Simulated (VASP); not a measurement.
A run of VASP 6.6.1 is set up as follows.

INCAR

```
PREC = Accurate
ENCUT = 500
EDIFF = 1E-6
ISMEAR = 0
SIGMA = 0.02
LREAL = F
LASPH = T
NELM = 120
ALGO = Normal
ISIF = 2
LWAVE = F
LCHARG = T
GGA = PE
LELF = T
LVHAR = T
NBANDS = 11
GGA_COMPAT = F
```

KPOINTS

```
regular mesh
0
Gamma
  10 10 10
```

Contents of POSCAR:

```
BAs
1.0
    0.0000000000      2.4045448355      2.4045448355
    2.4045448355      0.0000000000      2.4045448355
    2.4045448355      2.4045448355      0.0000000000
B As
1 1
Direct
    0.0000000000      0.0000000000      0.0000000000
    0.2500000000      0.2500000000      0.2500000000
```

Potentials or basis: VASP PAW PBE potentials, release 64 (B, As).

Run with:

```bash
$ cat potpaw_PBE.64/B/POTCAR potpaw_PBE.64/As/POTCAR > POTCAR
$ mpirun -np 1 vasp_std > vasp.out
```

Estimate the band gap on the k mesh.

1.20 eV, indirect (least direct gap 3.25 eV).

Estimate the pressure.

0.6 GPa.

A k mesh can miss the band edges.
